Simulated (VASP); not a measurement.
# Hf (Cmcm) in VASP: further runs, part 2 of 2

VASP 6.6.1. The steps go on from the part before.

## (4) Single point, PBE (atom 1 (Hf) moved by (+0.000, -0.225) A along x and y)

File INCAR:

```
SYSTEM = Hf
PREC     = Accurate       ! precision mode
ENCUT    = 520            ! plane-wave cutoff, eV
EDIFF    = 1E-6           ! SCF threshold, eV
ISMEAR   = 0              ! smearing method
SIGMA    = 0.15           ! smearing width, eV
LREAL    = .False.        ! projectors in reciprocal space
LASPH    = .True.         ! aspherical terms in the spheres
NELM     = 60             ! most SCF steps
ALGO     = Fast           ! electronic algorithm
ISIF     = 2              ! what is computed and relaxed
LWAVE    = .False.        ! write WAVECAR
LCHARG   = .False.        ! write CHGCAR
GGA      = PE             ! functional
NBANDS   = 17             ! bands
```

File KPOINTS:

```
Automatic mesh
0
Gamma
  18 18 10
  0 0 0
```

File POSCAR:

```
Hf
1.0
    3.1966985242      0.0000000000      0.0000000000
   -1.5983492621      2.7684221302      0.0000000000
    0.0000000000      0.0000000000      5.0578000000
Hf
2
Direct
    0.2926964670      0.5853929340      0.2500000000
    0.6666666667      0.3333333333      0.7500000000
```

Potentials or basis: VASP PAW PBE potentials, release 64 (Hf_pv).

Launch:

```
$ cat potpaw_PBE.64/Hf_pv/POTCAR > POTCAR
$ mpirun -np 1 vasp_std > vasp.out
```

OUTCAR:

```text
SYSTEM = Hf
   PREC = Accurate
   ENCUT = 520
   EDIFF = 1E-6
   ISMEAR = 0
   LREAL = .False.
   LASPH = .True.
   NELM = 60
   ISIF = 2
   GGA = PE

 ion  position               nearest neighbor table
   1  0.293  0.585  0.250-   2 3.07   2 3.07   2 3.07   2 3.07   2 3.27   2 3.27
   2  0.667  0.333  0.750-   1 3.07   1 3.07   1 3.07   1 3.07   1 3.27   1 3.27

  LATTYP: Found a hexagonal cell.
 ALAT       =     3.1966985242
 C/A-ratio  =     1.5821948681

  Lattice vectors:

 A1 = (   3.1966985242,   0.0000000000,   0.0000000000)
 A2 = (  -1.5983492621,   2.7684221302,   0.0000000000)
 A3 = (   0.0000000000,   0.0000000000,   5.0578000000)

Analysis of symmetry for initial positions (statically):
=====================================================================
 Subroutine PRICEL returns:
 Original cell was already a primitive cell.

 Routine SETGRP: Setting up the symmetry group for a
 hexagonal supercell.

 Subroutine GETGRP returns: Found  8 space group operations
 (whereof  2 operations were pure point group operations)
 out of a pool of 24 trial point group operations.

The static configuration has the point symmetry C_1h.
 The point group associated with its full space group is D_2h.

Analysis of symmetry for dynamics (positions and initial velocities):
=====================================================================
 Subroutine PRICEL returns:
 Original cell was already a primitive cell.

 Routine SETGRP: Setting up the symmetry group for a
 hexagonal supercell.

 Subroutine GETGRP returns: Found  8 space group operations
 (whereof  2 operations were pure point group operations)
 out of a pool of 24 trial point group operations.

The dynamic configuration has the point symmetry C_1h.
 The point group associated with its full space group is D_2h.

 Subroutine INISYM returns: Found  8 space group operations
 (whereof  2 operations are pure point group operations),
 and found     1 'primitive' translations

----------------------------------------------------------------------------------------

                                     Primitive cell

  volume of cell :      44.7606

  direct lattice vectors                    reciprocal lattice vectors
     3.196698524  0.000000000  0.000000000     0.312822743  0.180608295  0.000000000
    -1.598349262  2.768422130  0.000000000     0.000000000  0.361216589  0.000000000
     0.000000000  0.000000000  5.057800000     0.000000000  0.000000000  0.197714421

  length of vectors
     3.196698524  3.196698524  5.057800000     0.361216589  0.361216589  0.197714421

  position of ions in fractional coordinates (direct lattice)
     0.292696467  0.585392934  0.250000000
     0.666666667  0.333333333  0.750000000

  ion indices of the primitive-cell ions
   primitive index   ion index
                 1           1
                 2           2

----------------------------------------------------------------------------------------

 KPOINTS: Automatic mesh

Automatic generation of k-mesh.
 Grid dimensions read from file:
 generate k-points for:   18   18   10

 Generating k-lattice:

  Cartesian coordinates                     Fractional coordinates (reciprocal lattice)
     0.017379041  0.010033794  0.000000000     0.055555556  0.000000000  0.000000000
     0.000000000  0.020067588  0.000000000     0.000000000  0.055555556  0.000000000
     0.000000000  0.000000000  0.019771442     0.000000000  0.000000000  0.100000000

  Length of vectors
     0.020067588  0.020067588  0.019771442

  Shift w.r.t. Gamma in fractional coordinates (k-lattice)
     0.000000000  0.000000000  0.000000000

 Subroutine IBZKPT returns following result:
 ===========================================

 Found    546 irreducible k-points:

 Following reciprocal coordinates:
            Coordinates               Weight
  0.000000  0.000000  0.000000      1.000000
  0.055556  0.000000  0.000000      4.000000
  0.000000  0.055556  0.000000      2.000000
  0.111111  0.000000  0.000000      4.000000
  0.000000  0.111111  0.000000      2.000000
  0.166667  0.000000  0.000000      4.000000
[... 16 lines left out ...]
 -0.055556  0.166667  0.000000      4.000000
 -0.166667  0.111111  0.000000      4.000000
 [... further k-points ...]
   k-points           NKPTS =    546   k-points in BZ     NKDIM =    546   number of bands    NBANDS=     17
   number of dos      NEDOS =    301   number of ions     NIONS =      2
   total plane-waves  NPLWV =  23040
   dimension x,y,z NGX =    24 NGY =   24 NGZ =   40
   dimension x,y,z NGXF=    48 NGYF=   48 NGZF=   80
   ions per type =               2
   NGX,Y,Z   is equivalent  to a cutoff of  12.48, 12.48, 13.15 a.u.
   NGXF,Y,Z  is equivalent  to a cutoff of  24.96, 24.96, 26.30 a.u.
 SYSTEM =  Hf
   PREC   = accura    normal or accurate (medium, high low for compatibility)
   ISTART =      0    job   : 0-new  1-cont  2-samecut
   ICHARG =      2    charge: 1-file 2-atom 10-const
   ISPIN  =      1    spin polarized calculation?
   LNONCOLLINEAR =      F non collinear calculations
   LSORBIT =      F    spin-orbit coupling
   LASPH  =      T    aspherical Exc in radial PAW
   ENCUT  =  520.0 eV  38.22 Ry    6.18 a.u.   5.94  5.94  9.40*2*pi/ulx,y,z
   NELM   =     60;   NELMIN=  2; NELMDL= -5     # of ELM steps
   EDIFF  = 0.1E-05   stopping-criterion for ELM
   LREAL  =      F    real-space projection
   EDIFFG = 0.1E-04   stopping-criterion for IOM
   NSW    =      0    number of steps for IOM
   IBRION =     -1    ionic relax: 0-MD 1-quasi-New 2-CG
   NFREE  =      0    steps in history (QN), initial steepest desc. (CG)
   ISIF   =      2    stress and relaxation
   ISYM   =      2    0-nonsym 1-usesym 2-fastsym
   POTIM  = 0.5000    time-step for ionic-motion
   TEBEG  =    0.0;   TEEND  =   0.0 temperature during run
   PSTRESS=    0.0 pullay stress
   NELECT =      20.0000    total number of electrons
   NUPDOWN=      -1.0000    fix difference up-down
   EMIN   =  10.00;   EMAX   =-10.00  energy-range for DOS
   EFERMI =   0.00;   METHOD = LEGACY
   ISMEAR =     0;   SIGMA  =   0.15  broadening in eV -4-tet -1-fermi 0-gaus
   EFERMI_NEDOS =   21; number of points for ismear=-14 and -15
   IALGO  =     68    algorithm
   IMIX   =      4    mixing-type and parameters
     AMIX     =   0.40;   BMIX     =  1.00
     AMIX_MAG =   1.60;   BMIX_MAG =  1.00
  volume/ion in A,a.u.               =      22.38       151.03
  Fermi-wavevector in a.u.,A,eV,Ry     =   1.251564  2.365112 21.312324  1.566412
  Thomas-Fermi vector in A             =   2.385505
   LORBIT       =      0    0 simple, 1 ext, 2 COOP (PROOUT), +10 PAW based schemes
   GGA     = PE    functional components
   LHFCALC =     F    Hartree Fock is set to
   AEXX    =    0.0000 exact exchange contribution
   IVDW    =     0    specifies the selected vdW correction
   LEPSILON=     F    determine dielectric tensor
   LRPA    =     F    only Hartree local field effects (RPA)
 non-spin polarized calculation
 RMM-DIIS sequential band-by-band and
 Gauss-broadening in eV      SIGMA  =   0.15
  energy-cutoff  :      520.00
  volume of cell :       44.76
 maximum number of plane-waves:      1236
   NGX = 11   NGY = 11   NGZ = 19

 number of electron      20.0000004 magnetization

 Free energy of the ion-electron system (eV)
  ---------------------------------------------------
  ext. energy  EPLUGINS =         0.00000000
  ---------------------------------------------------
  free energy    TOTEN  =       -19.81011149 eV

  energy without entropy =      -19.78870311  energy(sigma->0) =      -19.79940730

 E-fermi :   4.8691     XC(G=0): -11.2801

 val. band max:        4.8679729187   @ k =   0.1667   0.0000   0.1000
 cond. band min:       4.8714512935   @ k =   0.0556   0.0556   0.5000
 fundamental gap:      0.0034783748
 Fermi energy:         4.8690657385

 k-point     1 :       0.0000    0.0000    0.0000
  band No.  band energies     occupation
      1     -26.1717      2.00000
      2     -25.4518      2.00000
      3     -25.3816      2.00000
      4     -25.3228      2.00000
      5     -25.2790      2.00000
      6     -25.2647      2.00000
[... 9 lines left out ...]
     16       8.2227      0.00000
     17       9.4726      0.00000
[... 441 lines left out ...]
 k-point    24 :      -0.1667    0.1111    0.0000
  band No.  band energies     occupation
      1     -26.1092      2.00000
      2     -25.5541      2.00000
      3     -25.4398      2.00000
      4     -25.3787      2.00000
      5     -25.3332      2.00000
      6     -25.3139      2.00000
[... 9 lines left out ...]
     16       7.7708      0.00000
     17       9.8631      0.00000

 [... further k-points ...]
[... 5 lines left out ...]
  --------------------------------------------------------------------------------------
  -------------------------------------------------------------------------------------
  Total        0.5178404     -0.5025890      0.2393478     -0.0000000      0.0000000      0.0000000
  in kB       18.5357793    -17.9898659      8.5673083     -0.0000000      0.0000000      0.0000000
  external PRESSURE =       3.0377406 kB  Pullay stress =       0.0000000 kB

 VOLUME and BASIS-vectors are now :
 -----------------------------------------------------------------------------
  energy-cutoff  :      520.00
  volume of cell :       44.76
      direct lattice vectors                 reciprocal lattice vectors
     3.196698524  0.000000000  0.000000000     0.312822743  0.180608295  0.000000000
    -1.598349262  2.768422130  0.000000000     0.000000000  0.361216589  0.000000000
     0.000000000  0.000000000  5.057800000     0.000000000  0.000000000  0.197714421

 POSITION                                       TOTAL-FORCE (eV/Angst)
 -----------------------------------------------------------------------------------
      0.00000      1.62061      1.26445         0.000000      0.401288      0.000000
      1.59835      0.92281      3.79335        -0.000000     -0.401288      0.000000
 -----------------------------------------------------------------------------------
    total drift:                                0.000000     -0.000002      0.000000

  FREE ENERGIE OF THE ION-ELECTRON SYSTEM (eV)
  ---------------------------------------------------
  free  energy   TOTEN  =       -19.8101114874 eV

  energy  without entropy=      -19.7887031133  energy(sigma->0) =      -19.79940730
```

Run time: 2.9 min. Hardware: 1 thread of Intel Xeon 6975P-C (Granite Rapids), shared host; peak memory 0.43 GiB.

Results:

* Free energy: -19.8101 eV
* Pressure: 0.3 GPa
* Largest force: 0.401 eV/Å
* Band gap on the k mesh: zero (band 10 reaches 5.96 eV, above the bottom of band 11 at 4.41 eV)

Forces in eV/Å, atoms in the order of the input:
```
Hf   0.000  0.401  0.000
Hf   0.000 -0.401  0.000
```

Levels at points of the mesh, in eV from the Fermi level:
```tsv
k point	band 6	band 7	band 8	band 9	band 10	band 11	band 12	band 13	band 14	band 15
(0.00, 0.00, 0.00)	-30.13	-7.33	-3.66	0.69	1.09	1.10	1.42	2.17	2.18	2.28
(0.50, 0.00, 0.00)	-30.26	-3.13	-2.68	-1.96	-0.80	0.49	1.03	1.44	5.84	6.01
(0.00, 0.50, 0.00)	-30.24	-3.61	-2.69	-2.53	-0.61	0.68	1.82	2.05	6.16	6.20
(0.00, 0.00, 0.50)	-30.22	-5.35	-5.35	0.18	0.18	1.08	1.08	1.25	1.25	4.51
(0.50, 0.00, 0.50)	-30.30	-3.43	-3.43	-0.97	-0.97	1.19	1.19	2.89	2.89	6.15
(0.00, 0.50, 0.50)	-30.36	-3.17	-3.17	-1.12	-1.12	1.26	1.26	2.64	2.64	5.92
```

Caveat: the cell differs from its parent crystal (atom 1 (Hf) moved by (+0.000, -0.225) A along x and y); spin-orbit coupling is left out, which moves the levels of the heavy elements.

## (5) Single point, PBE (atom 1 (Hf) moved by (+0.000, +0.225) A along x and y)

File INCAR:

```
SYSTEM = Hf
PREC = Accurate
ENCUT = 520
EDIFF = 1E-7
ISMEAR = 0
SIGMA = 0.15
LREAL = .FALSE.
LASPH = .TRUE.
NELM = 100
ALGO = Fast
ISIF = 2
LWAVE = .FALSE.
LCHARG = .TRUE.
GGA = PE
LELF = .TRUE.
LVHAR = .TRUE.
NBANDS = 17
```

File KPOINTS:

```
regular mesh
0
G
  18 18 10
  0 0 0
```

POSCAR: that of step 4 with these lines changed.

```diff
@@ -8,3 +8,3 @@
 Direct
-    0.2926964670      0.5853929340      0.2500000000
+    0.3739701996      0.7479403993      0.2500000000
     0.6666666667      0.3333333333      0.7500000000
```

Launch:

```
$ cat potpaw_PBE.64/Hf_pv/POTCAR > POTCAR
$ mpirun -np 1 vasp_std > vasp.out
```

Wall time 3.7 min (1 thread of Intel Xeon 6975P-C (Granite Rapids), shared host); peak memory 0.43 GiB.

Results (log left out):

```yaml
Free_energy: -19.8039 eV
Pressure: 0.2 GPa
Largest_force: 0.477 eV/Å
Band_gap_on_the_k_mesh: zero (band 10 reaches 6.00 eV, above the bottom of band 11 at 4.41 eV)
```

Forces in eV/Å, atoms in the order of the input:
```
Hf   0.000 -0.477  0.000
Hf   0.000  0.477  0.000
```

Stress tensor (GPa, compression positive):
```
-2.48  0.00  0.00
 0.00  2.14  0.00
 0.00  0.00  0.83
```

Levels at points of the mesh, in eV from the Fermi level:
```csv
k point,band 6,band 7,band 8,band 9,band 10,band 11,band 12,band 13,band 14,band 15
"(0.00, 0.00, 0.00)",-30.14,-7.33,-3.65,0.70,1.14,1.21,1.38,1.82,2.26,2.47
"(0.50, 0.00, 0.00)",-30.25,-3.46,-2.64,-2.36,-0.67,0.88,1.36,1.72,6.02,6.14
"(0.00, 0.50, 0.00)",-30.26,-2.96,-2.76,-1.73,-0.88,0.13,0.96,1.44,5.77,6.39
"(0.00, 0.00, 0.50)",-30.22,-5.35,-5.35,0.15,0.15,1.03,1.03,1.30,1.30,4.49
"(0.50, 0.00, 0.50)",-30.31,-3.27,-3.27,-1.08,-1.08,1.18,1.18,2.88,2.88,6.05
"(0.00, 0.50, 0.50)",-30.33,-3.48,-3.48,-0.86,-0.86,1.20,1.20,2.74,2.74,6.19
```

Caveat: the cell differs from its parent crystal (atom 1 (Hf) moved by (+0.000, +0.225) A along x and y); spin-orbit coupling is left out, which moves the levels of the heavy elements.
